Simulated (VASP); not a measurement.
Runs of VASP 6.6.1 on Re. The structure is that of space group P6/mmm (No. 191), or close to it. The cells are those of the table. 

```tsv
cell	gap on the mesh (eV)	pressure (GPa)
a = 4.449, b = 4.449, c = 2.788 Å, angles 90.0, 90.0, 120.0°, 3 atoms	none	-13.2
a = 4.560, b = 4.560, c = 2.858 Å, angles 90.0, 90.0, 120.0°, 3 atoms	none	-30.8
a = 4.208, b = 4.208, c = 2.637 Å, angles 90.0, 90.0, 120.0°, 3 atoms	none	(a)
a = 4.391, b = 4.391, c = 2.752 Å, angles 90.0, 90.0, 120.0°, 3 atoms	none	(b)
a = 4.271, b = 4.271, c = 2.677 Å, angles 90.0, 90.0, 120.0°, 3 atoms	none	33.6
```

Alike in all rows: task single point; level revPBE; potentials or basis VASP PAW PBE potentials, release 64 (Re); no spin polarisation; k mesh 9 × 9 × 13; cutoff (eV) 520; smearing fermi-dirac 0.1 eV.

**Question.** Estimate the missing entries.

**Answer.** (a) 57.4; (b) -0.9.

Caveats: the PAW data sets were made with another functional, which shifts forces and pressure a little; spin-orbit coupling is left out, which moves the levels of the heavy elements.

A k mesh can miss the band edges, and the runs leave out spin-orbit coupling on Re.

A gap of «none» marks levels without a gap at the run's occupations.
